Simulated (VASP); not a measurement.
A run of VASP 6.6.1:

The input INCAR:

```
SYSTEM = Si2W
ALGO = Normal ; EDIFF = 1E-6
ENCUT = 520 ; GGA = PE
ISIF = 2 ; ISMEAR = -1
LASPH = .True. ; LCHARG = .False.
LREAL = .False. ; LWAVE = .False.
NBANDS = 18 ; NELM = 100
PREC = Accurate ; SIGMA = 0.05
```

File KPOINTS:

```
k-points
0
Gamma
  12 12 12
  0 0 0
```

The input POSCAR:

```
Si2W
1.0
   -1.5796591442      1.5796591442      3.8485820939
    1.5796591442     -1.5796591442      3.8485820939
    1.5796591442      1.5796591442     -3.8485820939
Si W
2 1
Direct
    0.3347000000      0.3347000000      0.0000000000
    0.6653000000      0.6653000000      0.0000000000
    0.0000000000      0.0000000000      0.0000000000
```

Potentials or basis: VASP PAW PBE potentials, release 64 (Si, W_sv).

Command:

```sh
$ cat potpaw_PBE.64/Si/POTCAR potpaw_PBE.64/W_sv/POTCAR > POTCAR
$ mpirun -np 1 vasp_std > vasp.out
```

Hardware: 1 thread of Intel Xeon 8259CL, on a shared host.

How long does it take, and how much memory?

It took 3.3 min on 1 thread of Intel Xeon 8259CL (shared host), peak memory 0.28 GiB. Counts: scf iterations 12, k points 163.
